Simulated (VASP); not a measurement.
Runs of VASP 6.6.1 on Er5Br. The structure is that of space group P6/mmm (No. 191), or close to it. The cells are those of the table. The cell was generated, and may not be a known phase.

```csv
task,cell,k mesh,gap on the mesh (eV),pressure (GPa),relaxed volume (Å³/atom)
relaxation of cell and atoms,"relaxed from a = 4.324, b = 4.324, c = 9.737 Å, angles 90.0, 90.0, 120.0°, 6 atoms",6 × 6 × 2,none,-0.1,30.99
single point,"a = 4.324, b = 4.324, c = 9.737 Å, angles 90.0, 90.0, 120.0°, 6 atoms",6 × 6 × 2,none,(a),-
single point,"a = 5.858, b = 5.858, c = 6.196 Å, angles 90.0, 90.0, 120.0°, 6 atoms",6 × 6 × 2,none,0.2,-
single point,"a = 5.852, b = 5.852, c = 6.236 Å, angles 90.0, 90.0, 120.0°, 6 atoms",6 × 6 × 6,none,0.2,-
single point,"a = 5.852, b = 5.852, c = 6.236 Å, angles 90.0, 90.0, 120.0°, 6 atoms",3 × 3 × 4,none,0.2,-
relaxation of cell and atoms,"relaxed from a = 5.858, b = 5.858, c = 6.196 Å, angles 90.0, 90.0, 120.0°, 6 atoms",3 × 3 × 4,none,0.0,30.98
relaxation of cell and atoms,"relaxed from a = 5.852, b = 5.852, c = 6.236 Å, angles 90.0, 90.0, 120.0°, 6 atoms",6 × 6 × 6,none,0.0,31.04
```

Alike in all rows: level PBE; potentials or basis VASP PAW PBE potentials, release 64 (Er_3, Br), 4f in core; no spin polarisation; cutoff (eV) 500; smearing gaussian 0.1 eV.

Estimate the missing entries.

(a) 40.4.

Caveats: some runs use coarse meshes; spin-orbit coupling is left out, which moves the levels of the heavy elements; the 4f electrons are frozen in the core, so they carry no moment and show no levels; the run has no spin polarisation, though such a crystal can be magnetic; the volume moved by over 15 % at a fixed basis, so the end points are rough (at least some runs); the stress differs along the axes, from -7 to 64 GPa (at least some runs).

A k mesh can miss the band edges, and the runs leave out spin-orbit coupling on Br, Er.

A gap of «none» marks levels without a gap at the run's occupations.
